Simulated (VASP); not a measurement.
Set up this calculation in VASP 6.6.1, as the native input.

* Task: single point
* Functional: PBE
* Dispersion: D3(BJ)
* Potentials or basis: VASP PAW PBE potentials, release 64 (Os)
* Cutoff: 520 eV
* k mesh: 12 × 12 × 12
* Occupations: fermi-dirac, width 0.05 eV
* Spin: no spin polarisation
* Dipole correction: no
* Further INCAR settings: ALGO = Normal; EDIFF = 1e-07; NBANDS = 10

The structure of Os lies in POSCAR:

```
Os
1.0
    0.0000000000      1.9179804132      1.9179804132
    1.9179804132      0.0000000000      1.9179804132
    1.9179804132      1.9179804132      0.0000000000
Os
1
Direct
    0.0000000000      0.0000000000      0.0000000000
```

These files were run (other wordings do the same):

INCAR

```
ALGO = Normal ; EDIFF = 1E-7
ENCUT = 520 ; GGA = PE
ISIF = 2 ; ISMEAR = -1
IVDW = 12 ; LASPH = True
LCHARG = False ; LREAL = False
LWAVE = False ; NBANDS = 10
NELM = 80 ; PREC = Accurate
SIGMA = 0.05
```

KPOINTS

```
k-points
0
Gamma
  12 12 12
```

Potentials or basis: VASP PAW PBE potentials, release 64 (Os).

Command:

```sh
$ cat potpaw_PBE.64/Os/POTCAR > POTCAR
$ mpirun -np 1 vasp_std > vasp.out
```

Results of the run:

- Pressure: -1.6 GPa
- Band gap on the k mesh: zero (band 4 reaches 11.62 eV, above the bottom of band 5 at 7.84 eV)
- Dispersion energy per atom: -0.648 eV

Caveat: three body term missing; spin-orbit coupling is left out, which moves the levels of the heavy elements; pairwise dispersion overbinds metals, which lowers pressure and volume.

Wall time 14 s on 1 thread of AMD EPYC 7R13 (shared host), peak memory 0.11 GiB.
